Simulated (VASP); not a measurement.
InSe, 4 atoms in the cell. The typed cell holds 4 atoms: a = 6.179 Å, b = 6.257 Å, c = 4.580 Å, α = 107.81°, β = 108.52°, γ = 38.60°.  This cell differs from its parent crystal: equal xy, yz and zx shear strains of +2 %.

* Program: VASP 6.6.1
* Task: electric field gradients
* Functional: PBE
* Potentials or basis: VASP PAW PBE potentials, release 64 (In_d, Se)
* Cutoff: 520 eV
* k mesh: 7 × 7 × 6
* Occupations: fermi-dirac, width 0.02 eV
* Spin: no spin polarisation
* Dipole correction: no
* Further INCAR settings: ALGO = Normal; EDIFF = 1e-08; NBANDS = 27

Potentials or basis: VASP PAW PBE potentials, release 64 (In_d, Se).

Launch:

```sh
$ cat potpaw_PBE.64/In_d/POTCAR potpaw_PBE.64/Se/POTCAR > POTCAR
$ mpirun -np 1 vasp_std > vasp.out
```

Hardware: 1 thread of Intel Xeon 8259CL, with other jobs on the host.

Q: Estimate the wall time of this run.

A: Wall time 17 min on 1 thread of Intel Xeon 8259CL, on a shared host, peak memory 0.53 GiB. Counts: scf iterations 18, k points 148.
